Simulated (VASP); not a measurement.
# InAs (I-4m2) in VASP: single point with r2SCAN

Aim: the single point of InAs with r2SCAN.

All numbers are computed with VASP 6.6.1; they aren't measurements. Logs are shortened: lines on timing, memory, paths and dates and some standing lists are left out, and cuts for length are marked.

### 1 The cell of the first run

It takes space group I-4m2 (No. 119, tetragonal). The conventional cell has a = 4.251 Å, b = 4.251 Å, c = 6.312 Å, α = 90.00°, β = 90.00°, γ = 90.00°. In (site symmetry -4m2) has 4 As at 2.65 Å within 3.5 Å. As (site symmetry -4m2) has 4 In at 2.65 Å within 3.5 Å.

### 2 Single point, r2SCAN

File POSCAR:

```
InAs
1.0
    0.0000000000      3.0058012620      3.1560913251
    3.0058012620      0.0000000000      3.1560913251
    3.0058012620      3.0058012620      0.0000000000
In As
1 1
Direct
    0.0000000000      0.0000000000      0.0000000000
    0.7500000000      0.7500000000      0.7500000000
```

File INCAR.step1:

```
SYSTEM = InAs
  ALGO = Normal
  EDIFF = 1E-4
  ENCUT = 520
  GGA = PE
  ISMEAR = 0
  LASPH = .TRUE.
  LCHARG = .FALSE.
  LREAL = .FALSE.
  LWAVE = .TRUE.
  NBANDS = 16
  NELM = 100
  PREC = Accurate
  SIGMA = 0.03
```

File INCAR.step2:

```
SYSTEM = InAs
  ALGO = Normal
  EDIFF = 1E-7
  ENCUT = 520
  ISIF = 2
  ISMEAR = 0
  ISTART = 1
  LASPH = .TRUE.
  LCHARG = .FALSE.
  LMIXTAU = .TRUE.
  LREAL = .FALSE.
  LWAVE = .FALSE.
  METAGGA = R2SCAN
  NBANDS = 16
  NELM = 100
  PREC = Accurate
  SIGMA = 0.03
```

File KPOINTS:

```
k-points
0
G
  10 10 10
  0 0 0
```

Potentials or basis: VASP PAW PBE potentials, release 64 (In_d, As).

On the command line:

```sh
$ cat potpaw_PBE.64/In_d/POTCAR potpaw_PBE.64/As/POTCAR > POTCAR
$ cp INCAR.step1 INCAR
$ mpirun -np 1 vasp_std > vasp.out
$ cp INCAR.step2 INCAR
$ mpirun -np 1 vasp_std > vasp.out
```

OUTCAR:

```text
SYSTEM = InAs
   EDIFF = 1E-7
   ENCUT = 520
   ISIF = 2
   ISMEAR = 0
   ISTART = 1
   LASPH = .TRUE.
   LREAL = .FALSE.
   METAGGA = R2SCAN
   NELM = 100
   PREC = Accurate

 ion  position               nearest neighbor table
   1  0.000  0.000  0.000-   2 2.65   2 2.65   2 2.65   2 2.65
   2  0.750  0.750  0.750-   1 2.65   1 2.65   1 2.65   1 2.65

  LATTYP: Found a body centered tetragonal cell.
 ALAT       =     4.2508449105
 C/A-ratio  =     1.4849242405

  Lattice vectors:

 A1 = (  -3.0058012620,   0.0000000000,   3.1560913251)
 A2 = (   3.0058012620,   0.0000000000,   3.1560913251)
 A3 = (   0.0000000000,   3.0058012620,  -3.1560913251)

Analysis of symmetry for initial positions (statically):
=====================================================================
 Subroutine PRICEL returns:
 Original cell was already a primitive cell.

 Routine SETGRP: Setting up the symmetry group for a
 body centered tetragonal supercell.

 Subroutine GETGRP returns: Found  8 space group operations
 (whereof  8 operations were pure point group operations)
 out of a pool of 16 trial point group operations.

The static configuration has the point symmetry D_2d.

Analysis of symmetry for dynamics (positions and initial velocities):
=====================================================================
 Subroutine PRICEL returns:
 Original cell was already a primitive cell.

 Routine SETGRP: Setting up the symmetry group for a
 body centered tetragonal supercell.

 Subroutine GETGRP returns: Found  8 space group operations
 (whereof  8 operations were pure point group operations)
 out of a pool of 16 trial point group operations.

The dynamic configuration has the point symmetry D_2d.

 Subroutine INISYM returns: Found  8 space group operations
 (whereof  8 operations are pure point group operations),
 and found     1 'primitive' translations

----------------------------------------------------------------------------------------

                                     Primitive cell

  volume of cell :      57.0296

  direct lattice vectors                    reciprocal lattice vectors
     0.000000000  3.005801262  3.156091325    -0.166344996  0.166344996  0.158423806
     3.005801262  0.000000000  3.156091325     0.166344996 -0.166344996  0.158423806
     3.005801262  3.005801262  0.000000000     0.166344996  0.166344996 -0.158423806

  length of vectors
     4.358411830  4.358411830  4.250844911     0.283618437  0.283618437  0.283618437
[... 80 lines left out ...]
   NELM   =    100;   NELMIN=  2; NELMDL=  0     # of ELM steps
   EDIFF  = 0.1E-06   stopping-criterion for ELM
   LREAL  =      F    real-space projection
   EDIFFG = 0.1E-05   stopping-criterion for IOM
   NSW    =      0    number of steps for IOM
   IBRION =     -1    ionic relax: 0-MD 1-quasi-New 2-CG
   NFREE  =      0    steps in history (QN), initial steepest desc. (CG)
   ISIF   =      2    stress and relaxation
   ISYM   =      2    0-nonsym 1-usesym 2-fastsym
   POTIM  = 0.5000    time-step for ionic-motion
   TEBEG  =    0.0;   TEEND  =   0.0 temperature during run
   PSTRESS=    0.0 pullay stress
   NELECT =      18.0000    total number of electrons
   NUPDOWN=      -1.0000    fix difference up-down
   EMIN   =  10.00;   EMAX   =-10.00  energy-range for DOS
   EFERMI =   0.00;   METHOD = LEGACY
   ISMEAR =     0;   SIGMA  =   0.03  broadening in eV -4-tet -1-fermi 0-gaus
   EFERMI_NEDOS =   21; number of points for ismear=-14 and -15
   IALGO  =     38    algorithm
   IMIX   =      4    mixing-type and parameters
     AMIX     =   0.40;   BMIX     =  1.00
     AMIX_MAG =   1.60;   BMIX_MAG =  1.00
  volume/ion in A,a.u.               =      28.51       192.43
  Fermi-wavevector in a.u.,A,eV,Ry     =   1.114634  2.106353 16.904002  1.242409
  Thomas-Fermi vector in A             =   2.251231
   LORBIT       =      0    0 simple, 1 ext, 2 COOP (PROOUT), +10 PAW based schemes
   METAGGA = R2SCAN    functional components
   LHFCALC =     F    Hartree Fock is set to
   AEXX    =    0.0000 exact exchange contribution
   IVDW    =     0    specifies the selected vdW correction
   LEPSILON=     F    determine dielectric tensor
   LRPA    =     F    only Hartree local field effects (RPA)
 non-spin polarized calculation
 Gauss-broadening in eV      SIGMA  =   0.03
  energy-cutoff  :      520.00
  volume of cell :       57.03
 maximum number of plane-waves:      1552
   NGX = 17   NGY = 17   NGZ = 15

 number of electron      17.9999994 magnetization

 Free energy of the ion-electron system (eV)
  ---------------------------------------------------
  ext. energy  EPLUGINS =         0.00000000
  ---------------------------------------------------
  free energy    TOTEN  =       -38.05003325 eV

  energy without entropy =      -38.04999132  energy(sigma->0) =      -38.05001229

 E-fermi :   4.0488     XC(G=0):  -9.5160

 val. band max:        4.0455886925   @ k =   0.0000   0.0000   0.0000
 cond. band min:       5.1055025572   @ k =   0.1000  -0.0000   0.0000
 fundamental gap:      1.0599138647
 Fermi energy:         4.0487778297

 k-point     1 :       0.0000    0.0000    0.0000
  band No.  band energies     occupation
      1     -10.8429      2.00000
      2     -10.8246      2.00000
      3     -10.8246      2.00000
      4     -10.7024      2.00000
      5     -10.6938      2.00000
      6      -8.1306      2.00000
[... 433 lines left out ...]
      3     -10.7672      2.00000
      4     -10.7118      2.00000
      5     -10.6892      2.00000
      6      -6.7564      2.00000
[... 8 lines left out ...]
     15      15.6813      0.00000
     16      16.3889      0.00000

 [... further k-points ...]

------------------------ aborting loop because EDIFF is reached ----------------------------------------

  FORCE on cell =-STRESS in cart. coord.  units (eV):
  Direction    XX          YY          ZZ          XY          YZ          ZX
  --------------------------------------------------------------------------------------
  -------------------------------------------------------------------------------------
  Total        0.2173991      0.2173991     -0.4994294      0.0000000      0.0000000     -0.0000000
  in kB        6.1075670      6.1075670    -14.0308714      0.0000000      0.0000000     -0.0000000
  external PRESSURE =      -0.6052458 kB  Pullay stress =       0.0000000 kB

 VOLUME and BASIS-vectors are now :
 -----------------------------------------------------------------------------
  energy-cutoff  :      520.00
  volume of cell :       57.03
      direct lattice vectors                 reciprocal lattice vectors
     0.000000000  3.005801262  3.156091325    -0.166344996  0.166344996  0.158423806
     3.005801262  0.000000000  3.156091325     0.166344996 -0.166344996  0.158423806
     3.005801262  3.005801262  0.000000000     0.166344996  0.166344996 -0.158423806

 POSITION                                       TOTAL-FORCE (eV/Angst)
 -----------------------------------------------------------------------------------
      0.00000      0.00000      0.00000        -0.000000      0.000000      0.000000
      4.50870      4.50870      4.73414         0.000000     -0.000000      0.000000
 -----------------------------------------------------------------------------------
    total drift:                                0.000006      0.000006     -0.000008

  FREE ENERGIE OF THE ION-ELECTRON SYSTEM (eV)
  ---------------------------------------------------
  free  energy   TOTEN  =       -38.0500332522 eV

  energy  without entropy=      -38.0499913188  energy(sigma->0) =      -38.05001229
```

OUTCAR.step1:

```text
SYSTEM = InAs
   EDIFF = 1E-4
   ENCUT = 520
   GGA = PE
   ISMEAR = 0
   LASPH = .TRUE.
   LREAL = .FALSE.
[... 677 lines left out ...]
      0.00000      0.00000      0.00000         0.000000      0.000000      0.000000
      4.50870      4.50870      4.73414        -0.000000     -0.000000      0.000000
 -----------------------------------------------------------------------------------
    total drift:                                0.000000      0.000000     -0.000000

  FREE ENERGIE OF THE ION-ELECTRON SYSTEM (eV)
  ---------------------------------------------------
  free  energy   TOTEN  =        -7.6952468416 eV

  energy  without entropy=       -7.6952129901  energy(sigma->0) =       -7.69522992
```

Run time: 2 min. Hardware: 1 thread of Intel Xeon 6975P-C (Granite Rapids), shared host; peak memory 0.25 GiB.

What came out:

| Quantity | Value |
| --- | --- |
| Free energy | -38.0500 eV |
| Pressure | -0.1 GPa |
| Band gap on the k mesh | zero (filled and empty bands touch) |

Caveat: semilocal functionals underestimate gaps, so a narrow gap can read as zero; the PAW data sets were made with another functional, which shifts forces and pressure a little; spin-orbit coupling is left out, which moves the levels of the heavy elements.
